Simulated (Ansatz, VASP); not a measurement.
## Two plane-wave programs on Li2O

The input INCAR:

```
PREC = Accurate
ENCUT = 750
EDIFF = 1E-6
ISMEAR = 0
SIGMA = 0.1
LREAL = F
LASPH = T
NELM = 120
ALGO = Normal
ISIF = 2
LWAVE = F
LCHARG = F
GGA = PS
NBANDS = 13
GGA_COMPAT = F
```

KPOINTS

```
regular mesh
0
Gamma
  6 6 6
```

Contents of POSCAR:

```
Li2O
1.0
    0.0000000000      2.3050000000      2.3050000000
    2.3050000000      0.0000000000      2.3050000000
    2.3050000000      2.3050000000      0.0000000000
Li O
2 1
Direct
    0.2500000000      0.2500000000      0.2500000000
    0.7500000000      0.7500000000      0.7500000000
    0.0000000000      0.0000000000      0.0000000000
```

Input for Ansatz:

```yaml
crystal:
  lattice:
    - [0.0, 2.305, 2.305]
    - [2.305, 0.0, 2.305]
    - [2.305, 2.305, 0.0]
  atoms:
    - { symbol: Li, position: [0.25, 0.25, 0.25] }
    - { symbol: Li, position: [0.75, 0.75, 0.75] }
    - { symbol: O, position: [0.0, 0.0, 0.0] }
basis:
  ecutwfc: 420
kpoints:
  mp_grid: { grid: [6, 6, 6] }
hamiltonian:
  xc: pbesol
scf:
  occupations: { method: gaussian, width: 0.1 }
output:
  forces: true
  stress: true
  eigenvalues: true
```

Alike in both runs: task single point; functional PBEsol; k mesh 6 × 6 × 6; occupations gaussian, width 0.1 eV; no spin polarisation.

|  | VASP | Ansatz |
| --- | --- | --- |
| version | VASP 6.6.1 | Ansatz 0.2.0 |
| potentials or method | VASP PAW PBE potentials, release 64 (Li_sv, O), cutoff 750 eV | scalar-relativistic, plane waves, PAW |
| valence electrons in the cell | 12 | 12 |

Ansatz gave:

- gap on the k mesh at the Fermi level (eV): 4.84
- least direct gap on the mesh (eV): 5.20
- pressure (GPa): -1.6

Which values does VASP return?

gap on the k mesh at the Fermi level (eV): 4.84; least direct gap on the mesh (eV): 5.20; pressure (GPa): -1.5.

VASP's potentials were made for PBE, not for PBEsol. With one functional, cell and mesh, what is left measures potentials, basis and numerics.
